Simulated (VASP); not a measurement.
# Ni (Im-3m) in VASP: settings compared, part 2 of 2

VASP 6.6.1.

### Step 3. Relaxation of cell and atoms, revPBE, collinear spin, ferromagnetic start

This run uses another cell than the first one, of 10.60 Å³/atom, 0.916 times its volume.

INCAR

```
ALGO = Normal
EDIFF = 1E-7
EDIFFG = -0.01
ENCUT = 600
GGA = RE
GGA_COMPAT = F
IBRION = 2
ISIF = 3
ISMEAR = -1
ISPIN = 2
LASPH = T
LCHARG = F
LMAXMIX = 4
LORBIT = 11
LREAL = F
LWAVE = F
MAGMOM = 1
NELM = 200
NELMIN = 4
NSW = 60
PREC = Accurate
SIGMA = 0.05
```

KPOINTS

```
k-points
0
Gamma
  13 13 13
```

POSCAR

```
Ni
1.0
   -1.3837154700      1.3837154700      1.3837154700
    1.3837154700     -1.3837154700      1.3837154700
    1.3837154700      1.3837154700     -1.3837154700
Ni
1
Direct
    0.0000000000      0.0000000000      0.0000000000
```

Potentials or basis: VASP PAW PBE potentials, release 64 (Ni).

On the command line:

```sh
$ cat potpaw_PBE.64/Ni/POTCAR > POTCAR
$ mpirun -np 1 vasp_std > vasp.out
```

OUTCAR:

```text
EDIFF = 1E-7
   EDIFFG = -0.01
   ENCUT = 600
   GGA = RE
   IBRION = 2
   ISIF = 3
   ISMEAR = -1
   ISPIN = 2
   LASPH = T
   LORBIT = 11
   LREAL = F
   NELM = 200
   NELMIN = 4
   NSW = 60
   PREC = Accurate

 ion  position               nearest neighbor table
   1  0.000  0.000  0.000-

  LATTYP: Found a body centered cubic cell.
 ALAT       =     2.7674309400

  Lattice vectors:

 A1 = (  -1.3837154700,   1.3837154700,   1.3837154700)
 A2 = (   1.3837154700,  -1.3837154700,   1.3837154700)
 A3 = (   1.3837154700,   1.3837154700,  -1.3837154700)

Analysis of symmetry for initial positions (statically):
=====================================================================
 Subroutine PRICEL returns:
 Original cell was already a primitive cell.

 Routine SETGRP: Setting up the symmetry group for a
 body centered cubic supercell.

 Subroutine GETGRP returns: Found 48 space group operations
 (whereof 48 operations were pure point group operations)
 out of a pool of 48 trial point group operations.

The static configuration has the point symmetry O_h .

Analysis of symmetry for dynamics (positions and initial velocities):
=====================================================================
 Subroutine PRICEL returns:
 Original cell was already a primitive cell.

 Routine SETGRP: Setting up the symmetry group for a
 body centered cubic supercell.

 Subroutine GETGRP returns: Found 48 space group operations
 (whereof 48 operations were pure point group operations)
[... 231 lines left out ...]

 number of electron       9.9999992 magnetization       0.6023011

 Free energy of the ion-electron system (eV)
  ---------------------------------------------------
  ext. energy  EPLUGINS =         0.00000000
  ---------------------------------------------------
  free energy    TOTEN  =        -4.97587514 eV

  energy without entropy =       -4.96126646  energy(sigma->0) =       -4.96857080

 E-fermi :   8.9084     XC(G=0): -12.9658

 val. band max:        8.9064818784   @ k =  -0.3846  -0.3846   0.1538
 cond. band min:       8.9168957356   @ k =  -0.3077   0.3846   0.0769
 fundamental gap:      0.0104138572
 Fermi energy:         8.9084145229

 spin component 1

 k-point     1 :       0.0000    0.0000    0.0000
  band No.  band energies     occupation
      1       0.2519      1.00000
      2       6.6659      1.00000
      3       6.6659      1.00000
      4       6.6659      1.00000
      5       8.0143      1.00000
      6       8.0143      1.00000
      7      34.9943      0.00000
      8      34.9943      0.00000
      9      34.9943      0.00000
     10      39.6762      0.00000
[... 287 lines left out ...]
 k-point    24 :       0.2308    0.0769    0.0769
  band No.  band energies     occupation
      1       3.8354      1.00000
      2       6.0113      1.00000
      3       6.3295      1.00000
      4       7.8943      1.00000
      5       8.0850      1.00000
      6       8.6102      0.99744
      7      21.7157      0.00000
      8      26.3102      0.00000
      9      27.4946      0.00000
     10      36.3266      0.00000

 [... further k-points ...]

 spin component 2

 k-point     1 :       0.0000    0.0000    0.0000
  band No.  band energies     occupation
      1       0.2220      1.00000
      2       7.4016      1.00000
      3       7.4016      1.00000
      4       7.4016      1.00000
      5       8.5557      0.99914
      6       8.5557      0.99914
      7      34.8631      0.00000
      8      34.8631      0.00000
      9      34.8631      0.00000
     10      39.5795      0.00000
[... 327 lines left out ...]
  FREE ENERGIE OF THE ION-ELECTRON SYSTEM (eV)
  ---------------------------------------------------
  free  energy   TOTEN  =        -4.9758751436 eV

  energy  without entropy=       -4.9612664596  energy(sigma->0) =       -4.96857080

 reached required accuracy - stopping structural energy minimisation

 total charge

# of ion       s       p       d       tot
------------------------------------------
    1        0.478   0.460   8.316   9.253

 magnetization (x)

# of ion       s       p       d       tot
------------------------------------------
    1       -0.004  -0.018   0.635   0.613
```

OSZICAR:

```text
N       E                     dE             d eps       ncg     rms          rms(c)
DAV:   1     0.309707385780E+02    0.30971E+02   -0.52564E+03  3376   0.144E+03
[... 32 lines left out ...]
DAV:   4    -0.497769269449E+01    0.95569E-02   -0.82890E-03  4248   0.706E-01    0.486E-01
DAV:   5    -0.497580042250E+01    0.18923E-02   -0.28724E-03  4496   0.410E-01    0.174E-01
DAV:   6    -0.497588106181E+01   -0.80639E-04   -0.18281E-04  3714   0.219E-01    0.744E-02
DAV:   7    -0.497587951688E+01    0.15449E-05   -0.34616E-05  3758   0.680E-02    0.283E-02
DAV:   8    -0.497587577574E+01    0.37411E-05   -0.14710E-06  3604   0.143E-02    0.591E-03
DAV:   9    -0.497587516426E+01    0.61147E-06   -0.27224E-07  1850   0.466E-03    0.290E-03
DAV:  10    -0.497587514361E+01    0.20649E-07   -0.75627E-08  1692   0.334E-03
   3 F= -.49758751E+01 E0= -.49685708E+01  d E =-.224635E-01  mag=     0.6023
```

CONTCAR:

```text
Ni
   1.00000000000000
    -1.4113108226162705    1.4113108226162705    1.4113108226162705
     1.4113108226162705   -1.4113108226162705    1.4113108226162705
     1.4113108226162705    1.4113108226162705   -1.4113108226162705
  Ni
     1
Direct
     0.0000000000000000    0.0000000000000000    0.0000000000000000

  0.00000000E+00  0.00000000E+00  0.00000000E+00
```

It took 35 s on 1 thread of AMD EPYC 9R45 (Zen 5), shared host; peak memory 0.12 GiB.

What came out:

| Quantity | Value |
| --- | --- |
| Free energy | -4.9759 eV |
| Relaxed volume | 11.24 Å³/atom |
| Relaxed cell | a = 2.444 Å, b = 2.444 Å, c = 2.444 Å, α = 109.47°, β = 109.47°, γ = 109.47° |
| Space group after relaxing (to 0.05 Å) | Im-3m (No. 229) |
| Energy gained by relaxing | 22.5 meV/atom |
| Ionic steps | 3 |
| Pressure after relaxing | 0.0 GPa |
| Net moment | 0.60 μB per cell |
| Site moments | Ni +0.61 μB |
| Valence electrons inside the program's atomic spheres | Ni 9.25 |

The path:
| step | energy change (eV) | largest force (eV/Å) | pressure (GPa) | volume (Å³) |
| --- | --- | --- | --- | --- |
| 1 | 0.0000 | 0.0000 | 11.88 | 10.60 |
| 2 | -0.0063 | 0.0000 | -8.07 | 11.85 |
| 3 | -0.0225 | 0.0000 | -0.04 | 11.24 |

Final structure:
```cif
data_structure
_symmetry_space_group_name_H-M 'P 1'
_symmetry_Int_Tables_number 1
_cell_length_a 2.4445
_cell_length_b 2.4445
_cell_length_c 2.4445
_cell_angle_alpha 109.471
_cell_angle_beta 109.471
_cell_angle_gamma 109.471
_cell_volume 11.24
loop_
_atom_site_label
_atom_site_type_symbol
_atom_site_fract_x
_atom_site_fract_y
_atom_site_fract_z
_atom_site_occupancy
Ni1 Ni 0.00000 0.00000 0.00000 1
```

Caveat: the PAW data sets were made with another functional, which shifts forces and pressure a little.
